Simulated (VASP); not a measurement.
A run of VASP 6.6.1 is set up as follows.

File INCAR:

```
ALGO = Normal
EDIFF = 1E-6
ENCUT = 520
GGA = PE
ISIF = 2
ISMEAR = 0
LASPH = T
LCHARG = T
LELF = T
LREAL = F
LVHAR = T
LWAVE = F
NBANDS = 64
NELM = 60
PREC = Accurate
SIGMA = 0.05
```

Contents of KPOINTS:

```
k-points
0
Gamma
  6 6 6
```

File POSCAR:

```
SnO2
1.0
    4.5807476704      0.0000000000      0.0000000000
    0.0000000000      5.3499730195      0.0000000000
    0.0000000000      0.0000000000      5.0733515663
Sn O
4 8
Direct
    0.5000000000      0.6651654903      0.7500000000
    0.0000000000      0.8348345097      0.2500000000
    0.5000000000      0.3348345097      0.2500000000
    0.0000000000      0.1651654903      0.7500000000
    0.7301204269      0.6070551965      0.0781681516
    0.2301204269      0.8929448035      0.9218318484
    0.7698795731      0.8929448035      0.5781681516
    0.2698795731      0.6070551965      0.4218318484
    0.7301204269      0.3929448035      0.5781681516
    0.2301204269      0.1070551965      0.4218318484
    0.7698795731      0.1070551965      0.0781681516
    0.2698795731      0.3929448035      0.9218318484
```

Potentials or basis: VASP PAW PBE potentials, release 64 (Sn_d, O).

Run with:

```bash
$ cat potpaw_PBE.64/Sn_d/POTCAR potpaw_PBE.64/O/POTCAR > POTCAR
$ mpirun -np 1 vasp_std > vasp.out
```

Q: Estimate the largest force.

A: 0.747 eV/Å.

Q: Predict the pressure.

A: 49.3 GPa.

Q: Estimate the band gap on the k mesh.

A: 2.93 eV.

Stress tensor (GPa, compression positive):
```
45.97  0.00  0.00
 0.00 53.79  0.00
 0.00  0.00 48.17
```

Caveat: the cell stands under pressure; spin-orbit coupling is left out, which moves the levels of the heavy elements. A k mesh can miss the band edges.
